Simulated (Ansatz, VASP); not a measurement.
Ca in VASP and in Ansatz

```xyz
3
Lattice="-3.5297 3.5297 2.8838 3.5297 -3.5297 2.8838 3.5297 3.5297 -2.8838" Properties=species:S:1:pos:R:3 pbc="T T T"
Ca    0.0000    3.5297    1.4419
Ca    3.5297    0.0000    1.4419
Ca    0.0000    0.0000    0.0000
```

Alike in both runs: task single point; functional PBE; k mesh 4 × 4 × 4; occupations gaussian, width 0.1 eV; no spin polarisation.

|  | VASP | Ansatz |
| --- | --- | --- |
| version | VASP 6.6.1 | Ansatz 0.2.0 |
| potentials or method | VASP PAW PBE potentials, release 64 (Ca_sv), cutoff 520 eV | scalar-relativistic, plane waves, PAW |
| valence electrons in the cell | 30 | 30 |

|  | VASP | Ansatz | Ansatz less VASP |
| --- | --- | --- | --- |
| gap on the k mesh at the Fermi level (eV) | none | none | - |
| pressure (GPa) | 1.8 | 1.8 | -0.01 |
| traceless stress, the component that is largest in VASP (GPa) | 7.24 | 7.21 | -0.025 |

A gap of «none» marks a metal or a gap that the smearing closes.
